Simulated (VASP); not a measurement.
Ti: single point with PBEsol

Ti:

```
Ti
1.0
     2.90430    0.00000    0.00000
    -1.45215    2.51520    0.00000
     0.00000    0.00000    4.57961
Ti
2
Cartesian
  1.4521 0.8384 3.4347
  0.0000 1.6768 1.1449
```

- Program: VASP 6.6.1
- Task: single point
- Functional: PBEsol
- Potentials or basis: VASP PAW PBE potentials, release 64 (Ti_sv)
- Cutoff: 520 eV
- k mesh: 10 × 10 × 6
- Occupations: fermi-dirac, width 0.05 eV
- Spin: no spin polarisation

```yaml
Pressure: -0.3 GPa
Band_gap_on_the_k_mesh: zero (bands 12 and 13 overlap by 0.99 eV)
```

Levels at points of the mesh, in eV from the Fermi level:
```csv
k point,band 8,band 9,band 10,band 11,band 12,band 13,band 14,band 15,band 16,band 17
"(0.00, 0.00, 0.00)",-32.45,-6.29,-2.78,0.80,0.80,0.94,0.96,1.33,1.33,1.67
"(0.50, 0.00, 0.00)",-32.53,-2.40,-2.27,-1.94,-0.59,0.46,0.68,1.26,3.51,3.77
"(0.00, 0.00, 0.50)",-32.51,-4.37,-4.37,0.11,0.11,0.69,0.69,0.69,0.69,2.95
"(0.50, 0.00, 0.50)",-32.63,-2.65,-2.65,-0.84,-0.84,1.44,1.44,1.79,1.79,3.66
```

Run time: 2.9 min on 1 thread of Intel Xeon 8259CL, with other jobs on the host, peak memory 0.17 GiB.

Caveat: the PAW data sets were made with another functional, which shifts forces and pressure a little.
